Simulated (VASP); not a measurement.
**SrTe: single point with PBEsol**

SrTe:

```
CELL_PARAMETERS angstrom
0.00000 3.30331 3.30331
3.30331 0.00000 3.30331
3.30331 3.30331 0.00000
ATOMIC_POSITIONS crystal
Sr 0.00000 0.00000 0.00000
Te 0.50000 0.50000 0.50000
```

- Program: VASP 6.6.1
- Task: single point
- Functional: PBEsol
- Potentials or basis: VASP PAW PBE potentials, release 64 (Sr_sv, Te)
- Cutoff: 500 eV
- k mesh: 6 × 6 × 6
- Occupations: fermi-dirac, width 0.02 eV
- Spin: no spin polarisation
- Dipole correction: no
- Further INCAR settings: ALGO = Normal; EDIFF = 1e-06; NBANDS = 15

| Item | Value |
| --- | --- |
| Pressure | 0.1 GPa |
| Band gap on the k mesh | 1.54 eV, indirect (least direct gap 2.31 eV) |

Levels at points of the mesh, in eV from the valence-band top:
| k point | band 6 | band 7 | band 8 | band 9 | band 10 | band 11 |
| --- | --- | --- | --- | --- | --- | --- |
| (0.00, 0.00, 0.00) | 0.00 | 0.00 | 0.00 | 2.81 | 3.18 | 3.18 |
| (0.50, 0.00, 0.00) | -2.98 | -1.18 | -1.18 | 3.78 | 5.15 | 5.34 |
| (0.50, 0.50, 0.00) | -2.06 | -0.77 | -0.77 | 1.54 | 3.88 | 4.83 |

Run time: 14 s on 1 thread of Intel Xeon 6975P-C (shared host), peak memory 0.21 GiB.

Caveat: the PAW data sets were made with another functional, which shifts forces and pressure a little; spin-orbit coupling is left out, which moves the levels of the heavy elements. A k mesh can miss the band edges.
